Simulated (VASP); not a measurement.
# InSe in VASP: single point with PBEsol

Aim: the single point of InSe with PBEsol.

All numbers are computed with VASP 6.6.1; they aren't measurements. Logs are shortened: lines on timing, memory, paths and dates and some standing lists are left out, and cuts for length are marked.

### Step 1. The cell of the first run

The cell holds a slab with vacuum, 16 atoms: a = 4.050 Å, b = 4.050 Å, c = 48.406 Å, α = 90.00°, β = 90.00°, γ = 120.00°.

### Step 2. Single point, PBEsol

Contents of INCAR:

```
SYSTEM = InSe
PREC = Accurate
ENCUT = 520
EDIFF = 1E-6
ISMEAR = 0
SIGMA = 0.05
LREAL = Auto
LASPH = .True.
NELM = 60
ALGO = Normal
ISIF = 2
LWAVE = .False.
LCHARG = .True.
LDIPOL = .True.
IDIPOL = 3
DIPOL = 0.5 0.5 0.498
GGA = PS
LELF = .True.
LVHAR = .True.
LVACPOTAV = .True.
NBANDS = 90
```

Contents of KPOINTS:

```
Automatic mesh
0
Gamma
  9 9 1
  0 0 0
```

Contents of POSCAR:

```
InSe
1.0
    4.0499987484      0.0000000029      0.0000000000
   -2.0249993767      3.5074018000      0.0000000000
    0.0000000000      0.0000000000     48.4062798938
Se In
8 8
Direct
    0.6666666667      0.3333333333      0.1859262893
    0.6666666667      0.3333333333      0.2894516995
    0.3333333333      0.6666666667      0.3608002897
    0.3333333333      0.6666666667      0.4643256999
    0.6666666667      0.3333333333      0.5295153351
    0.6666666667      0.3333333333      0.6387318818
    0.3333333333      0.6666666667      0.7035665389
    0.3333333333      0.6666666667      0.8127482129
    0.3333333333      0.6666666667      0.2051624294
    0.3333333333      0.6666666667      0.2702155595
    0.6666666667      0.3333333333      0.3800364297
    0.6666666667      0.3333333333      0.4450895599
    0.3333333333      0.6666666667      0.5554276948
    0.3333333333      0.6666666667      0.6128838311
    0.6666666667      0.3333333333      0.7294810216
    0.6666666667      0.3333333333      0.7868870942
```

Potentials or basis: VASP PAW PBE potentials, release 64 (Se, In_d).

The run is started by

```bash
$ cat potpaw_PBE.64/Se/POTCAR potpaw_PBE.64/In_d/POTCAR > POTCAR
$ mpirun -np 1 vasp_std > vasp.out
```

OUTCAR:

```text
SYSTEM = InSe
   PREC = Accurate
   ENCUT = 520
   EDIFF = 1E-6
   ISMEAR = 0
   LREAL = Auto
   LASPH = .True.
   NELM = 60
   ISIF = 2
   GGA = PS

 ion  position               nearest neighbor table
   1  0.667  0.333  0.186-   9 2.52   9 2.52   9 2.52
   2  0.667  0.333  0.289-  10 2.52  10 2.52  10 2.52
   3  0.333  0.667  0.361-  11 2.52  11 2.52  11 2.52
   4  0.333  0.667  0.464-  12 2.52  12 2.52  12 2.52
   5  0.667  0.333  0.530-  13 2.65  13 2.65  13 2.65
   6  0.667  0.333  0.639-  14 2.65  14 2.65  14 2.65
   7  0.333  0.667  0.704-  15 2.65  15 2.65  15 2.65
   8  0.333  0.667  0.813-  16 2.65  16 2.65  16 2.65
   9  0.333  0.667  0.205-   1 2.52   1 2.52   1 2.52  10 3.15
  10  0.333  0.667  0.270-   2 2.52   2 2.52   2 2.52   9 3.15
  11  0.667  0.333  0.380-   3 2.52   3 2.52   3 2.52  12 3.15
  12  0.667  0.333  0.445-   4 2.52   4 2.52   4 2.52  11 3.15
  13  0.333  0.667  0.555-   5 2.65   5 2.65   5 2.65  14 2.78
  14  0.333  0.667  0.613-   6 2.65   6 2.65   6 2.65  13 2.78
  15  0.667  0.333  0.729-   7 2.65   7 2.65   7 2.65  16 2.78
  16  0.667  0.333  0.787-   8 2.65   8 2.65   8 2.65  15 2.78

  LATTYP: Found a hexagonal cell.
 ALAT       =     4.0499987484
 C/A-ratio  =    11.9521715687

  Lattice vectors:

 A1 = (   4.0499987484,   0.0000000029,   0.0000000000)
 A2 = (  -2.0249993767,   3.5074018000,   0.0000000000)
 A3 = (   0.0000000000,   0.0000000000,  48.4062798938)

Analysis of symmetry for initial positions (statically):
=====================================================================
 Subroutine PRICEL returns:
 Original cell was already a primitive cell.

 Routine SETGRP: Setting up the symmetry group for a
 hexagonal supercell.

 Subroutine GETGRP returns: Found  6 space group operations
 (whereof  6 operations were pure point group operations)
 out of a pool of 24 trial point group operations.

The static configuration has the point symmetry C_3v.

Analysis of symmetry for dynamics (positions and initial velocities):
=====================================================================
 Subroutine PRICEL returns:
 Original cell was already a primitive cell.

 Routine SETGRP: Setting up the symmetry group for a
 hexagonal supercell.

 Subroutine GETGRP returns: Found  6 space group operations
 (whereof  6 operations were pure point group operations)
 out of a pool of 24 trial point group operations.

The dynamic configuration has the point symmetry C_3v.

 Subroutine INISYM returns: Found  6 space group operations
 (whereof  6 operations are pure point group operations),
 and found     1 'primitive' translations

----------------------------------------------------------------------------------------

                                     Primitive cell

  volume of cell :     687.6099

  direct lattice vectors                    reciprocal lattice vectors
     4.049998748  0.000000003  0.000000000     0.246913656  0.142555666  0.000000000
    -2.024999377  3.507401800  0.000000000    -0.000000000  0.285111332  0.000000000
     0.000000000  0.000000000 48.406279894     0.000000000  0.000000000  0.020658477

  length of vectors
     4.049998748  4.049998748 48.406279894     0.285111332  0.285111332  0.020658477

  position of ions in fractional coordinates (direct lattice)
     0.666666667  0.333333333  0.185926289
     0.666666667  0.333333333  0.289451699
     0.333333333  0.666666667  0.360800290
     0.333333333  0.666666667  0.464325700
     0.666666667  0.333333333  0.529515335
     0.666666667  0.333333333  0.638731882
[... 8 lines left out ...]
     0.666666667  0.333333333  0.729481022
     0.666666667  0.333333333  0.786887094

  ion indices of the primitive-cell ions
   primitive index   ion index
                 1           1
                 2           2
                 3           3
                 4           4
                 5           5
                 6           6
[... 8 lines left out ...]
                15          15
                16          16

----------------------------------------------------------------------------------------

 KPOINTS: Automatic mesh

Automatic generation of k-mesh.
 Grid dimensions read from file:
 generate k-points for:    9    9    1

 Generating k-lattice:

  Cartesian coordinates                     Fractional coordinates (reciprocal lattice)
     0.027434851  0.015839518  0.000000000     0.111111111  0.000000000  0.000000000
    -0.000000000  0.031679037  0.000000000     0.000000000  0.111111111  0.000000000
     0.000000000  0.000000000  0.020658477     0.000000000  0.000000000  1.000000000

  Length of vectors
     0.031679037  0.031679037  0.020658477

  Shift w.r.t. Gamma in fractional coordinates (k-lattice)
     0.000000000  0.000000000  0.000000000

 Subroutine IBZKPT returns following result:
 ===========================================

 Found     12 irreducible k-points:

 Following reciprocal coordinates:
            Coordinates               Weight
  0.000000  0.000000  0.000000      1.000000
  0.111111  0.000000  0.000000      6.000000
  0.222222  0.000000  0.000000      6.000000
  0.333333 -0.000000  0.000000      6.000000
  0.444444  0.000000  0.000000      6.000000
  0.111111  0.111111  0.000000      6.000000
  0.222222  0.111111  0.000000     12.000000
  0.333333  0.111111  0.000000     12.000000
  0.444444  0.111111  0.000000      6.000000
  0.222222  0.222222  0.000000      6.000000
  0.333333  0.222222  0.000000     12.000000
  0.333333  0.333333  0.000000      2.000000
   k-points           NKPTS =     12   k-points in BZ     NKDIM =     12   number of bands    NBANDS=     90
   number of dos      NEDOS =    301   number of ions     NIONS =     16
   total plane-waves  NPLWV = 324000
   dimension x,y,z NGX =    30 NGY =   30 NGZ =  360
   dimension x,y,z NGXF=    60 NGYF=   60 NGZF=  720
   ions per type =               8   8
   NGX,Y,Z   is equivalent  to a cutoff of  12.31, 12.31, 12.36 a.u.
   NGXF,Y,Z  is equivalent  to a cutoff of  24.63, 24.63, 24.73 a.u.
 SYSTEM =  InSe
   PREC   = accura    normal or accurate (medium, high low for compatibility)
   ISTART =      0    job   : 0-new  1-cont  2-samecut
   ICHARG =      2    charge: 1-file 2-atom 10-const
   ISPIN  =      1    spin polarized calculation?
   LNONCOLLINEAR =      F non collinear calculations
   LSORBIT =      F    spin-orbit coupling
   LASPH  =      T    aspherical Exc in radial PAW
   ENCUT  =  520.0 eV  38.22 Ry    6.18 a.u.   7.53  7.53 90.00*2*pi/ulx,y,z
   NELM   =     60;   NELMIN=  2; NELMDL= -5     # of ELM steps
   EDIFF  = 0.1E-05   stopping-criterion for ELM
   LREAL  =      T    real-space projection
   EDIFFG = 0.1E-04   stopping-criterion for IOM
   NSW    =      0    number of steps for IOM
   IBRION =     -1    ionic relax: 0-MD 1-quasi-New 2-CG
   NFREE  =      0    steps in history (QN), initial steepest desc. (CG)
   ISIF   =      2    stress and relaxation
   ISYM   =      2    0-nonsym 1-usesym 2-fastsym
   POTIM  = 0.5000    time-step for ionic-motion
   TEBEG  =    0.0;   TEEND  =   0.0 temperature during run
   PSTRESS=    0.0 pullay stress
   NELECT =     152.0000    total number of electrons
   NUPDOWN=      -1.0000    fix difference up-down
   EMIN   =  10.00;   EMAX   =-10.00  energy-range for DOS
   EFERMI =   0.00;   METHOD = LEGACY
   ISMEAR =     0;   SIGMA  =   0.05  broadening in eV -4-tet -1-fermi 0-gaus
   EFERMI_NEDOS =   21; number of points for ismear=-14 and -15
   IALGO  =     38    algorithm
   IMIX   =      4    mixing-type and parameters
     AMIX     =   0.40;   BMIX     =  1.00
     AMIX_MAG =   1.60;   BMIX_MAG =  1.00
  volume/ion in A,a.u.               =      42.98       290.01
  Fermi-wavevector in a.u.,A,eV,Ry     =   0.989864  1.870571 13.331394  0.979830
  Thomas-Fermi vector in A             =   2.121493
   LORBIT       =      0    0 simple, 1 ext, 2 COOP (PROOUT), +10 PAW based schemes
   GGA     = PS    functional components
   LHFCALC =     F    Hartree Fock is set to
   AEXX    =    0.0000 exact exchange contribution
   IVDW    =     0    specifies the selected vdW correction
   LEPSILON=     F    determine dielectric tensor
   LRPA    =     F    only Hartree local field effects (RPA)
 non-spin polarized calculation
 Gauss-broadening in eV      SIGMA  =   0.05
  energy-cutoff  :      520.00
  volume of cell :      687.61
 maximum number of plane-waves:     18615
 NGX is ok and might be reduce to    30
   NGX = 15   NGY = 15   NGZ =181

 number of electron     152.0000017 magnetization

 dipolmoment           0.000000      0.000000      0.010775 electrons x Angstroem

 Free energy of the ion-electron system (eV)
  ---------------------------------------------------
  ext. energy  EPLUGINS =         0.00000000
  ---------------------------------------------------
  free energy    TOTEN  =       -60.66307221 eV

  energy without entropy =      -60.66148443  energy(sigma->0) =      -60.66227832

 E-fermi :   1.3132     XC(G=0):  -6.4134

 val. band max:        1.2704344255   @ k =   0.1111   0.0000   0.0000
 cond. band min:       1.6621404133   @ k =   0.0000   0.0000   0.0000
 fundamental gap:      0.3917059878
 Fermi energy:         1.3131783387

 k-point     1 :       0.0000    0.0000    0.0000
  band No.  band energies     occupation
      1     -13.7815      2.00000
      2     -13.7477      2.00000
      3     -13.7377      2.00000
      4     -13.6841      2.00000
      5     -13.6790      2.00000
      6     -13.6465      2.00000
[... 80 lines left out ...]
     87       5.2178      0.00000
     88       5.2180      0.00000

 k-point     2 :       0.1111    0.0000    0.0000
  band No.  band energies     occupation
      1     -13.8451      2.00000
      2     -13.8127      2.00000
      3     -13.7885      2.00000
      4     -13.7518      2.00000
      5     -13.7382      2.00000
      6     -13.6792      2.00000
[... 899 lines left out ...]
     87       5.0521      0.00000
     88       5.2062      0.00000

 k-point    12 :       0.3333    0.3333    0.0000
  band No.  band energies     occupation
      1     -14.1103      2.00000
      2     -14.0915      2.00000
      3     -14.0823      2.00000
      4     -14.0525      2.00000
      5     -13.8562      2.00000
      6     -13.7937      2.00000
[... 80 lines left out ...]
     87       5.0479      0.00000
     88       5.4271      0.00000
 [bands above 88 left out]

------------------------ aborting loop because EDIFF is reached ----------------------------------------

  FORCE on cell =-STRESS in cart. coord.  units (eV):
  Direction    XX          YY          ZZ          XY          YZ          ZX
  --------------------------------------------------------------------------------------
  -------------------------------------------------------------------------------------
  Total       10.3614497     10.3614497      0.3503490      0.0000000     -0.0000000      0.0000000
  in kB       24.1428751     24.1428751      0.8163368      0.0000000     -0.0000000      0.0000000
  external PRESSURE =      16.3673623 kB  Pullay stress =       0.0000000 kB

 VOLUME and BASIS-vectors are now :
 -----------------------------------------------------------------------------
  energy-cutoff  :      520.00
  volume of cell :      687.61
      direct lattice vectors                 reciprocal lattice vectors
     4.049998748  0.000000003  0.000000000     0.246913656  0.142555666  0.000000000
    -2.024999377  3.507401800  0.000000000    -0.000000000  0.285111332  0.000000000
     0.000000000  0.000000000 48.406279894     0.000000000  0.000000000  0.020658477

 POSITION                                       TOTAL-FORCE (eV/Angst)
 -----------------------------------------------------------------------------------
      2.02500      1.16913      9.00000         0.000000      0.000000     -1.780951
      2.02500      1.16913     14.01128        -0.000000     -0.000000      1.851094
     -0.00000      2.33827     17.46500        -0.000000      0.000000     -1.831855
     -0.00000      2.33827     22.47628         0.000000      0.000000      1.779752
      2.02500      1.16913     25.63187        -0.000000     -0.000000     -0.015789
      2.02500      1.16913     30.91863        -0.000000      0.000000      0.023011
[... 8 lines left out ...]
      2.02500      1.16913     35.31146        -0.000000      0.000000      0.016263
      2.02500      1.16913     38.09028        -0.000000      0.000000      0.003445
 -----------------------------------------------------------------------------------
    total drift:                               -0.000000     -0.000000     -0.067236

  FREE ENERGIE OF THE ION-ELECTRON SYSTEM (eV)
  ---------------------------------------------------
  free  energy   TOTEN  =       -60.6630722098 eV

  energy  without entropy=      -60.6614844256  energy(sigma->0) =      -60.66227832

 vacuum level on the upper side and lower side of the slab         6.317         6.179
```

It took 23 min on 1 thread of AMD EPYC 9R45 (Zen 5), shared host; peak memory 0.88 GiB.

Results:

* Free energy: -60.6631 eV
* Largest force: 2.756 eV/Å
* Band gap on the k mesh: zero (band 76 reaches 1.27 eV, above the bottom of band 77 at 1.24 eV)

Forces in eV/Å, atoms in the order of the input:
```
Se   0.000  0.000 -1.781
Se   0.000  0.000  1.851
Se   0.000  0.000 -1.832
Se   0.000  0.000  1.780
Se   0.000  0.000 -0.016
Se   0.000  0.000  0.023
Se   0.000  0.000 -0.018
Se   0.000  0.000  0.026
In   0.000  0.000  2.749
In   0.000  0.000 -2.756
In   0.000  0.000  2.711
In   0.000  0.000 -2.707
In   0.000  0.000 -0.015
In   0.000  0.000 -0.035
In   0.000  0.000  0.016
In   0.000  0.000  0.003
```

Caveat: the PAW data sets were made with another functional, which shifts forces and pressure a little; spin-orbit coupling is left out, which moves the levels of the heavy elements.
